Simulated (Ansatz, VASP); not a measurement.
## Two plane-wave programs on Hf

The input INCAR:

```
PREC = Accurate ; ENCUT = 520
EDIFF = 1E-7 ; ISMEAR = 0
SIGMA = 0.15 ; LREAL = False
LASPH = True ; NELM = 80
ALGO = Normal ; ISIF = 2
LWAVE = False ; LCHARG = False
GGA = PS ; NBANDS = 11
```

File KPOINTS:

```
regular mesh
0
Gamma
  18 18 18
```

File POSCAR:

```
Hf
1.0
   -1.7508500000      1.7508500000      1.7779250000
    1.7508500000     -1.7508500000      1.7779250000
    1.7508500000      1.7508500000     -1.7779250000
Hf
1
Direct
    0.0000000000      0.0000000000      0.0000000000
```

Input for Ansatz:

```yaml
crystal:
  lattice:
    - [-1.75085, 1.75085, 1.777925]
    - [1.75085, -1.75085, 1.777925]
    - [1.75085, 1.75085, -1.777925]
  atoms:
    - { symbol: Hf, position: [0.0, 0.0, 0.0] }
basis:
  ecutwfc: 420
kpoints:
  mp_grid: { grid: [18, 18, 18] }
hamiltonian:
  xc: pbesol
scf:
  occupations: { method: gaussian, width: 0.15 }
output:
  forces: true
  stress: true
  eigenvalues: true
  write_density: true
  write_potential: true
  elf: true
  volumetric_format: npy
```

Change from the starting cell: strain -0.030 along x and y, -0.015 along z, atoms carried along.

Alike in both runs: task single point; functional PBEsol; k mesh 18 × 18 × 18; occupations gaussian, width 0.15 eV; no spin polarisation.

|  | VASP | Ansatz |
| --- | --- | --- |
| version | VASP 6.6.1 | Ansatz 0.2.0 |
| potentials or method | VASP PAW PBE potentials, release 64 (Hf_pv), cutoff 520 eV | scalar-relativistic, plane waves, PAW |
| valence electrons in the cell | 10 | 26 |

```csv
,VASP,Ansatz,Ansatz less VASP
gap on the k mesh at the Fermi level (eV),none,none,-
pressure (GPa),-2.7,-2.5,+0.27
"traceless stress, the component that is largest in VASP (GPa)",0.42,0.40,-0.018
```

VASP's potentials were made for PBE, not for PBEsol. A gap of «none» marks a metal or a gap that the smearing closes. VASP's potentials hold 10 valence electrons a cell and Ansatz's 26, so a difference there can come from the potentials and not from the codes.

Neither program's run includes spin-orbit coupling.
